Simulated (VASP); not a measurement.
A run of VASP 6.6.1:

The input POSCAR:

```
Pt
1.0
    2.6916489754      0.0000000000      0.0000000000
   -1.3458244877      2.3310363908      0.0000000000
    0.0000000000      0.0000000000      4.5525273000
Pt
2
Direct
    0.6666666667      0.3333333333      0.7500000000
    0.3333333333      0.6666666667      0.2500000000
```

Contents of INCAR.step1:

```
SYSTEM = Pt
PREC = Accurate
ENCUT = 520
ISMEAR = 0
SIGMA = 0.15
LREAL = .FALSE.
LASPH = .TRUE.
NELM = 80
NBANDS = 17
GGA = PE
ALGO = Normal
EDIFF = 1E-4
LWAVE = .TRUE.
LCHARG = .FALSE.
```

File INCAR.step2:

```
SYSTEM = Pt
PREC = Accurate
ENCUT = 520
EDIFF = 1E-6
ISMEAR = 0
SIGMA = 0.15
LREAL = .FALSE.
LASPH = .TRUE.
NELM = 80
ALGO = Normal
ISIF = 2
LWAVE = .FALSE.
LCHARG = .FALSE.
METAGGA = R2SCAN
LMIXTAU = .TRUE.
NBANDS = 17
ISTART = 1
```

KPOINTS

```
Automatic mesh
0
G
  18 18 10
  0 0 0
```

Potentials or basis: VASP PAW PBE potentials, release 64 (Pt).

Launch:

```sh
$ cat potpaw_PBE.64/Pt/POTCAR > POTCAR
$ cp INCAR.step1 INCAR
$ mpirun -np 1 vasp_std > vasp.out
$ cp INCAR.step2 INCAR
$ mpirun -np 1 vasp_std > vasp.out
```

Hardware: 1 thread of Intel(R) Xeon(R) Platinum 8559C (Emerald Rapids), with other jobs on the host.

Problem. How long does it take, and how much memory?

Solution. It took 3.2 min on 1 thread of Intel(R) Xeon(R) Platinum 8559C (Emerald Rapids) (shared host), peak memory 0.21 GiB. Counts: k points 222.
